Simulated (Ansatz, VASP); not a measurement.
**Hf2N: VASP beside Ansatz**

```xyz
6
Lattice="5.0683 0.0000 0.0000 0.0000 5.2522 0.0000 0.0000 0.0000 3.2006" Properties=species:S:1:pos:R:3 pbc="T T T"
Hf    1.6371    1.4065    0.0000
Hf    3.4312    3.8456    0.0000
Hf    4.1713    1.2195    1.6003
Hf    0.8971    4.0326    1.6003
N     0.0000    0.0000    0.0000
N     2.5342    2.6261    1.6003
```

Change from the starting cell: mode 4 frozen in at +0.205 Å, normal strain along x -0.0350.

Alike in both runs: task single point; functional LDA; k mesh 8 × 8 × 12; occupations gaussian, width 0.15 eV; no spin polarisation.

|  | VASP | Ansatz |
| --- | --- | --- |
| version | VASP 6.6.1 | Ansatz 0.2.0 |
| potentials or method | VASP PAW LDA potentials, release 64 (Hf_pv, N), cutoff 520 eV | scalar-relativistic, plane waves, PAW |
| valence electrons in the cell | 50 | 114 |

```tsv
	VASP	Ansatz	Ansatz less VASP
gap on the k mesh at the Fermi level (eV)	none	none	-
pressure (GPa)	7.4	7.5	+0.11
traceless stress, the component that is largest in VASP (GPa)	12.37	12.32	-0.054
rms of the force components (eV/Å)	0.212	0.208	-0.0044
```

Ansatz warns that its potentials were made for another functional, while VASP's fit it. LDA's correlation is that of Perdew and Zunger in VASP and of Perdew and Wang (1992) in Ansatz. Atom by atom the forces differ by 0.004 eV/Å (rms over components). A gap of «none» marks a metal or a gap that the smearing closes. VASP's potentials hold 50 valence electrons a cell and Ansatz's 114, so a difference there can come from the potentials and not from the codes.

Spin-orbit coupling is off throughout.
